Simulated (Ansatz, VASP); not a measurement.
## CuMo4 in VASP and in Ansatz

```
Cu Mo
1.0
     4.45921    0.00000    0.00000
     0.00000    4.45921    0.00000
     0.00000    0.00000    4.45921
Cu Mo
1 4
Cartesian
  0.0000 0.0000 0.0000
  2.2296 0.0000 0.0000
  0.0000 2.2296 0.0000
  0.0000 0.0000 2.2296
  2.2296 2.2296 2.2296
```

Alike in both runs: task single point; functional PBE; k mesh 4 × 4 × 4; occupations gaussian, width 0.1 eV; collinear spin.

|  | VASP | Ansatz |
| --- | --- | --- |
| version | VASP 6.6.1 | Ansatz 0.2.0 |
| potentials or method | VASP PAW PBE potentials, release 64 (Cu, Mo_sv), cutoff 520 eV | scalar-relativistic, plane waves, PAW |
| valence electrons in the cell | 67 | 75 |

```tsv
	VASP	Ansatz	Ansatz less VASP
gap on the k mesh at the Fermi level (eV)	none	none	-
pressure (GPa)	0.2	-0.1	-0.22
net moment per atom (μB)	0.13	0.15	+0.016
size of the moment on the site where the two differ most (μB)	0.22	0.24	+0.025
```

Site moments also hang on the region over which each program counts them. A gap of «none» marks a metal or a gap that the smearing closes. VASP's potentials hold 67 valence electrons a cell and Ansatz's 75, so a difference there can come from the potentials and not from the codes.
